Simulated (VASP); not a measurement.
Runs of VASP 6.6.1 on Pt. The structure is that of space group Fm-3m (No. 225), or close to it. The cells are those of the table. 

| task | cell | k mesh | cutoff (eV) | smearing | gap on the mesh (eV) | pressure (GPa) |
| --- | --- | --- | --- | --- | --- | --- |
| single point | a = 2.805 Å, angles 60.0°, 1 atom | 8 × 8 × 8 | 500 | gaussian 0.1 eV | none | -0.7 |
| relaxation of cell and atoms | relaxed to 18 GPa from a = 2.785 Å, angles 60.0°, 1 atom | 20 × 20 × 20 | 600 | fermi-dirac 0.15 eV | none | 18.0 |
| single point | a = 2.815 Å, angles 60.0°, 1 atom | 18 × 18 × 18 | 520 | gaussian 0.1 eV | none | -2.5 |
| single point | a = 2.728 Å, angles 60.0°, 1 atom | 18 × 18 × 18 | 520 | gaussian 0.1 eV | none | (b) |
| single point | a = 2.720 Å, angles 60.0°, 1 atom | 18 × 18 × 18 | 520 | gaussian 0.1 eV | none | 29.9 |
| single point | a = 2.807 Å, angles 90.0, 60.0, 120.0°, 1 atom | 12 × 12 × 15 | 520 | gaussian 0.1 eV | none | -0.4 |
| relaxation of cell and atoms | relaxed to -2 GPa from a = 2.825 Å, angles 60.0°, 1 atom | 18 × 18 × 18 | 600 | gaussian 0.1 eV | none | -2.0 |
| single point | a = 2.807 Å, angles 60.0°, 1 atom | 18 × 18 × 18 | 520 | gaussian 0.1 eV | none | (a) |
| relaxation of cell and atoms | relaxed from a = 2.805 Å, angles 60.0°, 1 atom | 18 × 18 × 18 | 600 | gaussian 0.1 eV | none | 0.0 |
| single point | a = 2.773 Å, angles 60.0°, 1 atom | 18 × 18 × 18 | 520 | gaussian 0.1 eV | none | 9.5 |
| single point | a = 2.807 Å, angles 60.0°, 1 atom | 26 × 26 × 26 | 520 | gaussian 0.15 eV | none | -0.4 |

Alike in all rows: level PBE; potentials or basis VASP PAW PBE potentials, release 64 (Pt); no spin polarisation.

Question: Estimate the missing entries.

Answer: (a) -0.5; (b) 26.4.

Caveats: spin-orbit coupling is left out, which moves the levels of the heavy elements; the cell is relaxed towards a set pressure, so the enthalpy falls and the energy may rise (some runs).

A k mesh can miss the band edges, and the runs leave out spin-orbit coupling on Pt.

A gap of «none» marks levels without a gap at the run's occupations.
